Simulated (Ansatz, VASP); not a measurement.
# ZnSe: VASP beside Ansatz

```
CELL_PARAMETERS angstrom
0.00000 2.83380 2.83380
2.83380 0.00000 2.83380
2.83380 2.83380 0.00000
ATOMIC_POSITIONS crystal
Se 0.75000 0.75000 0.75000
Zn 0.00000 0.00000 0.00000
```

Alike in both runs: functional PBEsol-based screened hybrid with a share of 0.25 of exact exchange and HFSCREEN = 0.207; k mesh 4 × 4 × 4; occupations fermi-dirac, width 0.05 eV; no spin polarisation.

```csv
,VASP,Ansatz
version,VASP 6.6.1,Ansatz 0.2.0
potentials or method,"VASP PAW PBE potentials, release 64 (Se, Zn)",Ansatz PAW
plane-wave cutoff (eV),520,420
valence electrons in the cell,18,28
task,single point,band structure
```

```csv
,VASP,Ansatz,Ansatz less VASP
gap on the k mesh at the Fermi level (eV),2.29,2.29,+0.007
least direct gap on the mesh (eV),2.29,2.29,+0.007
pressure (GPa),-0.9,-0.9,+0.01
```

VASP's potentials were made for PBE, not for PBEsol-based screened hybrid. The functional is the same, so the differences come from potentials, cutoffs and numerics. VASP's potentials hold 18 valence electrons a cell and Ansatz's 28, so a difference there can come from the potentials and not from the codes.

The k mesh is coarse, so the values compare programs but aren't converged.
